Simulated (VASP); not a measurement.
# NaCl (Pm-3m) in VASP: further runs

Runs on NaCl. Level: PBEsol. Tasks: single point.

All numbers are computed with VASP 6.6.1; they aren't measurements. Logs are shortened: lines on timing, memory, paths and dates and some standing lists are left out, and cuts for length are marked.

**1. The cell of the first run**

It takes space group Pm-3m (No. 221, cubic). The conventional cell has a = 3.303 Å, b = 3.303 Å, c = 3.303 Å, α = 90.00°, β = 90.00°, γ = 90.00°. Cl (site symmetry m-3m) has 8 Na at 2.86 Å and 6 Cl at 3.30 Å within 3.8 Å. Within 3.8 Å of Na (site symmetry m-3m) lie 8 Cl at 2.86 Å and 6 Na at 3.30 Å.

**2. Single point, PBEsol**

INCAR reads:

```
  PREC = Accurate
  ENCUT = 520
  EDIFF = 1E-7
  ISMEAR = -1
  SIGMA = 0.05
  LREAL = F
  LASPH = T
  NELM = 60
  ALGO = Normal
  ISIF = 2
  LWAVE = F
  LCHARG = F
  GGA = PS
  NBANDS = 14
```

KPOINTS reads:

```
Automatic mesh
0
Gamma
  8 8 8
```

POSCAR reads:

```
NaCl
1.0
    3.3027894937      0.0000000000      0.0000000000
    0.0000000000      3.3027894937      0.0000000000
    0.0000000000      0.0000000000      3.3027894937
Cl Na
1 1
Direct
    0.5000000000      0.5000000000      0.5000000000
    0.0000000000      0.0000000000      0.0000000000
```

Potentials or basis: VASP PAW PBE potentials, release 64 (Cl, Na_pv).

Command:

```bash
$ cat potpaw_PBE.64/Cl/POTCAR potpaw_PBE.64/Na_pv/POTCAR > POTCAR
$ mpirun -np 1 vasp_std > vasp.out
```

OUTCAR:

```text
PREC = Accurate
   ENCUT = 520
   EDIFF = 1E-7
   ISMEAR = -1
   LREAL = F
   LASPH = T
   NELM = 60
   ISIF = 2
   GGA = PS

 ion  position               nearest neighbor table
   1  0.500  0.500  0.500-
   2  0.000  0.000  0.000-

  LATTYP: Found a simple cubic cell.
 ALAT       =     3.3027894937

  Lattice vectors:

 A1 = (   3.3027894937,   0.0000000000,   0.0000000000)
 A2 = (   0.0000000000,   3.3027894937,   0.0000000000)
 A3 = (   0.0000000000,   0.0000000000,   3.3027894937)

Analysis of symmetry for initial positions (statically):
=====================================================================
 Subroutine PRICEL returns:
 Original cell was already a primitive cell.

 Routine SETGRP: Setting up the symmetry group for a
 simple cubic supercell.

 Subroutine GETGRP returns: Found 48 space group operations
 (whereof 48 operations were pure point group operations)
 out of a pool of 48 trial point group operations.

The static configuration has the point symmetry O_h .

Analysis of symmetry for dynamics (positions and initial velocities):
=====================================================================
 Subroutine PRICEL returns:
 Original cell was already a primitive cell.

 Routine SETGRP: Setting up the symmetry group for a
 simple cubic supercell.

 Subroutine GETGRP returns: Found 48 space group operations
 (whereof 48 operations were pure point group operations)
 out of a pool of 48 trial point group operations.

The dynamic configuration has the point symmetry O_h .

 Subroutine INISYM returns: Found 48 space group operations
 (whereof 48 operations are pure point group operations),
 and found     1 'primitive' translations

----------------------------------------------------------------------------------------

                                     Primitive cell

  volume of cell :      36.0282

  direct lattice vectors                    reciprocal lattice vectors
     3.302789494  0.000000000  0.000000000     0.302774368  0.000000000  0.000000000
     0.000000000  3.302789494  0.000000000     0.000000000  0.302774368  0.000000000
     0.000000000  0.000000000  3.302789494     0.000000000  0.000000000  0.302774368

  length of vectors
     3.302789494  3.302789494  3.302789494     0.302774368  0.302774368  0.302774368
[... 87 lines left out ...]
   ISIF   =      2    stress and relaxation
   ISYM   =      2    0-nonsym 1-usesym 2-fastsym
   POTIM  = 0.5000    time-step for ionic-motion
   TEBEG  =    0.0;   TEEND  =   0.0 temperature during run
   PSTRESS=    0.0 pullay stress
   NELECT =      14.0000    total number of electrons
   NUPDOWN=      -1.0000    fix difference up-down
   EMIN   =  10.00;   EMAX   =-10.00  energy-range for DOS
   EFERMI =   0.00;   METHOD = LEGACY
   ISMEAR =    -1;   SIGMA  =   0.05  broadening in eV -4-tet -1-fermi 0-gaus
   EFERMI_NEDOS =   21; number of points for ismear=-14 and -15
   IALGO  =     38    algorithm
   IMIX   =      4    mixing-type and parameters
     AMIX     =   0.40;   BMIX     =  1.00
     AMIX_MAG =   1.60;   BMIX_MAG =  1.00
  volume/ion in A,a.u.               =      18.01       121.57
  Fermi-wavevector in a.u.,A,eV,Ry     =   1.194639  2.257540 19.417716  1.427162
  Thomas-Fermi vector in A             =   2.330624
   LORBIT       =      0    0 simple, 1 ext, 2 COOP (PROOUT), +10 PAW based schemes
   GGA     = PS    functional components
   LHFCALC =     F    Hartree Fock is set to
   AEXX    =    0.0000 exact exchange contribution
   IVDW    =     0    specifies the selected vdW correction
   LEPSILON=     F    determine dielectric tensor
   LRPA    =     F    only Hartree local field effects (RPA)
 non-spin polarized calculation
  energy-cutoff  :      520.00
  volume of cell :       36.03
 maximum number of plane-waves:       992
 NGX is ok and might be reduce to    28
   NGX = 13   NGY = 13   NGZ = 13

 number of electron      13.9999996 magnetization

 Free energy of the ion-electron system (eV)
  ---------------------------------------------------
  ext. energy  EPLUGINS =         0.00000000
  ---------------------------------------------------
  free energy    TOTEN  =        -6.66094577 eV

  energy without entropy =       -6.66094577  energy(sigma->0) =       -6.66094577

 E-fermi :   2.7389     XC(G=0):  -9.3883

 val. band max:        1.7439084971   @ k =   0.5000   0.5000   0.0000
 cond. band min:       6.2250194880   @ k =   0.0000   0.0000   0.0000
 fundamental gap:      4.4811109910
 Fermi energy:         2.7389144170

 k-point     1 :       0.0000    0.0000    0.0000
  band No.  band energies     occupation
      1     -20.0525      2.00000
      2     -20.0525      2.00000
      3     -20.0525      2.00000
      4     -12.3452      2.00000
      5       1.0781      2.00000
      6       1.0781      2.00000
      7       1.0781      2.00000
      8       6.2250      0.00000
      9       9.8779      0.00000
     10       9.8779      0.00000
     11      18.2667      0.00000
     12      18.2667      0.00000
     13      18.2667      0.00000
     14      19.0304      0.00000
[... 377 lines left out ...]
      1     -20.1163      2.00000
      2     -20.1030      2.00000
      3     -20.0487      2.00000
      4     -11.3672      2.00000
      5      -1.3344      2.00000
      6      -0.8785      2.00000
      7       1.2276      2.00000
      8       7.6995      0.00000
      9      11.6640      0.00000
     10      11.8443      0.00000
     11      13.1245      0.00000
     12      16.0323      0.00000
     13      16.2037      0.00000
     14      19.7253      0.00000

 [... further k-points ...]

------------------------ aborting loop because EDIFF is reached ----------------------------------------

  FORCE on cell =-STRESS in cart. coord.  units (eV):
  Direction    XX          YY          ZZ          XY          YZ          ZX
  --------------------------------------------------------------------------------------
  -------------------------------------------------------------------------------------
  Total        1.1253617      1.1253617      1.1253617     -0.0000000      0.0000000     -0.0000000
  in kB       50.0449233     50.0449233     50.0449233     -0.0000000      0.0000000     -0.0000000
  external PRESSURE =      50.0449233 kB  Pullay stress =       0.0000000 kB

 VOLUME and BASIS-vectors are now :
 -----------------------------------------------------------------------------
  energy-cutoff  :      520.00
  volume of cell :       36.03
      direct lattice vectors                 reciprocal lattice vectors
     3.302789494  0.000000000  0.000000000     0.302774368  0.000000000  0.000000000
     0.000000000  3.302789494  0.000000000     0.000000000  0.302774368  0.000000000
     0.000000000  0.000000000  3.302789494     0.000000000  0.000000000  0.302774368

 POSITION                                       TOTAL-FORCE (eV/Angst)
 -----------------------------------------------------------------------------------
      1.65139      1.65139      1.65139         0.000000      0.000000      0.000000
      0.00000      0.00000      0.00000         0.000000      0.000000      0.000000
 -----------------------------------------------------------------------------------
    total drift:                               -0.000000      0.000000      0.000000

  FREE ENERGIE OF THE ION-ELECTRON SYSTEM (eV)
  ---------------------------------------------------
  free  energy   TOTEN  =        -6.6609457738 eV

  energy  without entropy=       -6.6609457738  energy(sigma->0) =       -6.66094577
```

OSZICAR:

```text
N       E                     dE             d eps       ncg     rms          rms(c)
DAV:   1     0.101581022414E+03    0.10158E+03   -0.69839E+03  1000   0.105E+03
DAV:   2     0.568311989055E+00   -0.10101E+03   -0.91954E+02  1108   0.295E+02
DAV:   3    -0.674617192026E+01   -0.73145E+01   -0.72791E+01  1256   0.712E+01
DAV:   4    -0.685078042018E+01   -0.10461E+00   -0.10458E+00  1100   0.898E+00
DAV:   5    -0.685286429289E+01   -0.20839E-02   -0.20838E-02  1288   0.129E+00    0.260E+00
DAV:   6    -0.668730749150E+01    0.16556E+00   -0.19717E-01  1276   0.388E+00    0.173E+00
DAV:   7    -0.666219099054E+01    0.25117E-01   -0.72488E-02  1410   0.207E+00    0.106E+00
DAV:   8    -0.666120304752E+01    0.98794E-03   -0.80062E-03  1118   0.894E-01    0.433E-01
DAV:   9    -0.666094446257E+01    0.25858E-03   -0.45090E-04  1202   0.172E-01    0.174E-01
DAV:  10    -0.666094804593E+01   -0.35834E-05   -0.14219E-04  1196   0.928E-02    0.198E-02
DAV:  11    -0.666094572447E+01    0.23215E-05   -0.83719E-06  1208   0.273E-02    0.308E-03
DAV:  12    -0.666094577384E+01   -0.49374E-07   -0.46380E-07  1148   0.547E-03
   1 F= -.66609458E+01 E0= -.66609458E+01  d E =-.854629E-10
```

Run time: 6.8 s. Hardware: 1 thread of Intel Xeon 6975P-C (Granite Rapids), shared host; peak memory 0.15 GiB.

Results:

* Free energy: -6.6609 eV
* Pressure: 5.0 GPa
* Band gap on the k mesh: 4.48 eV (least direct gap 5.15 eV)

Caveat: the cell stands under pressure; the PAW data sets were made with another functional, which shifts forces and pressure a little. A k mesh can miss the band edges.

**3. Single point, PBEsol**

This run uses another cell than the first one, of 20.48 Å³/atom.

INCAR reads:

```
PREC = Accurate
ENCUT = 520
EDIFF = 1E-7
ISMEAR = -1
SIGMA = 0.05
LREAL = False
LASPH = True
NELM = 100
ALGO = Normal
ISIF = 2
LWAVE = False
LCHARG = True
GGA = PS
LELF = True
LVHAR = True
NBANDS = 14
```

KPOINTS reads:

```
regular mesh
0
Gamma
  8 8 8
```

POSCAR reads:

```
NaCl
1.0
    3.4471476305      0.0000000000      0.0000000000
    0.0000000000      3.4471476305      0.0000000000
    0.0000000000      0.0000000000      3.4471476305
Cl Na
1 1
Direct
    0.5000000000      0.5000000000      0.5000000000
    0.0000000000      0.0000000000      0.0000000000
```

Potentials or basis: VASP PAW PBE potentials, release 64 (Cl, Na_pv).

Command:

```bash
$ cat potpaw_PBE.64/Cl/POTCAR potpaw_PBE.64/Na_pv/POTCAR > POTCAR
$ mpirun -np 1 vasp_std > vasp.out
```

Run time: 8 s. Hardware: 1 thread of Intel Xeon 6975P-C (Granite Rapids), shared host; peak memory 0.15 GiB.

Results (log left out):

| Property | Result |
| --- | --- |
| Free energy | -6.7305 eV |
| Pressure | 0.0 GPa |
| Band gap on the k mesh | 3.99 eV (least direct gap 4.53 eV) |

Levels at points of the mesh, in eV from the valence-band top:
```
           k point  band 3  band 4  band 5  band 6  band 7  band 8  band 9  band 10  band 11  band 12
(0.00, 0.00, 0.00)  -21.84  -13.54   -0.54   -0.54   -0.54    3.99    8.35     8.35    16.03    16.04
(0.50, 0.00, 0.00)  -21.84  -13.13   -3.22   -0.29   -0.29    6.89    8.81    10.36    11.88    11.88
(0.50, 0.50, 0.00)  -21.83  -12.83   -2.48   -2.48    0.00    5.41    9.83    11.18    11.18    12.60
(0.50, 0.50, 0.50)  -21.87  -12.51   -2.03   -2.03   -2.03    6.96    6.96     6.96    12.03    16.18
```

Caveat: the PAW data sets were made with another functional, which shifts forces and pressure a little.
